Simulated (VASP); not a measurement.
Here is a VASP 6.6.1 calculation.

INCAR

```
SYSTEM = CdI2
  ALGO = Normal
  EDIFF = 1E-6
  ENCUT = 500
  GGA = PE
  GGA_COMPAT = .False.
  ISIF = 2
  ISMEAR = 0
  LASPH = .True.
  LCHARG = .True.
  LELF = .True.
  LREAL = .False.
  LVHAR = .True.
  LWAVE = .False.
  NBANDS = 20
  NELM = 120
  PREC = Accurate
  SIGMA = 0.01
```

Contents of KPOINTS:

```
k-points
0
Gamma
  6 6 4
  0 0 0
```

Contents of POSCAR:

```
CdI2
1.0
    4.2487073931      0.0000000000      0.0000000000
   -2.1243536965      3.6794885357      0.0000000000
    0.0000000000      0.0000000000      6.8836385196
Cd I
1 2
Direct
    0.0000000000      0.0000000000      0.0000000000
    0.3333333333      0.6666666667      0.2495631425
    0.6666666667      0.3333333333      0.7504368575
```

Potentials or basis: VASP PAW PBE potentials, release 64 (Cd, I).

Run with:

```console
$ cat potpaw_PBE.64/Cd/POTCAR potpaw_PBE.64/I/POTCAR > POTCAR
$ mpirun -np 1 vasp_std > vasp.out
```

Task: What does it give for the band gap on the k mesh?

Result: 2.37 eV (least direct gap 2.60 eV).

Task: Predict the largest force.

Result: 0.092 eV/Å.

Task: Estimate the pressure.

Result: 1.7 GPa.

Forces on the atoms (eV/Å):
```
Cd   0.000  0.000  0.000
I    0.000  0.000  0.092
I    0.000  0.000 -0.092
```

Caveat: spin-orbit coupling is left out, which moves the levels of the heavy elements; this functional lacks dispersion, which binds the layers, so the pressure and a relaxed spacing across them are unreliable. A k mesh can miss the band edges.
